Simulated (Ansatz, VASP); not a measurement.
## H6C2O in VASP and in Ansatz

```
C O H
1.0
     7.29363    0.00000    0.00000
     0.00000    7.29363    0.00000
     0.00000    0.00000    7.29363
C O H
8 4 24
Direct
  0.81842 0.79577 0.61351
  0.87805 0.94062 0.47753
  0.38249 0.72763 0.02044
  0.24716 0.88203 0.05245
  0.48681 0.44291 0.41538
  0.29443 0.42252 0.49044
  0.62444 0.25843 0.90772
  0.80937 0.33307 0.96429
  0.73818 0.96698 0.34307
  0.06725 0.81697 0.01026
  0.23920 0.23542 0.46447
  0.91525 0.18361 0.04346
  0.78911 0.04463 0.24688
  0.90347 0.07141 0.55238
  0.00816 0.89983 0.41145
  0.92469 0.77499 0.71847
  0.69050 0.83610 0.68303
  0.79392 0.66487 0.54262
  0.98644 0.92376 0.00698
  0.25552 0.92884 0.19627
  0.28272 0.00010 0.96405
  0.51844 0.76357 0.07374
  0.33535 0.60431 0.09277
  0.39366 0.69553 0.87391
  0.12099 0.21748 0.52335
  0.29097 0.45955 0.63732
  0.19967 0.51630 0.41815
  0.53009 0.58697 0.41834
  0.58428 0.36046 0.49519
  0.49175 0.39529 0.27286
  0.03334 0.23215 0.08205
  0.88314 0.39150 0.84532
  0.79467 0.44296 0.06744
  0.53446 0.37167 0.86455
  0.63599 0.16121 0.79301
  0.55829 0.18799 0.02362
```

Alike in both runs: functional PBE; k mesh 1 × 1 × 1; occupations fermi-dirac, width 0.05 eV; no spin polarisation.

Ansatz relaxed the structure, and its values are those at the end. VASP's run is a single point on that final structure, the one shown.

|  | VASP | Ansatz |
| --- | --- | --- |
| version | VASP 6.6.1 | Ansatz 0.2.0 |
| potentials or method | VASP PAW PBE potentials, release 64 (C, O, H), cutoff 520 eV | scalar-relativistic, plane waves, PAW |
| valence electrons in the cell | 80 | 80 |

|  | VASP | Ansatz | Ansatz less VASP |
| --- | --- | --- | --- |
| rms of the force components (eV/Å) | 0.054 | 0.043 | -0.0107 |
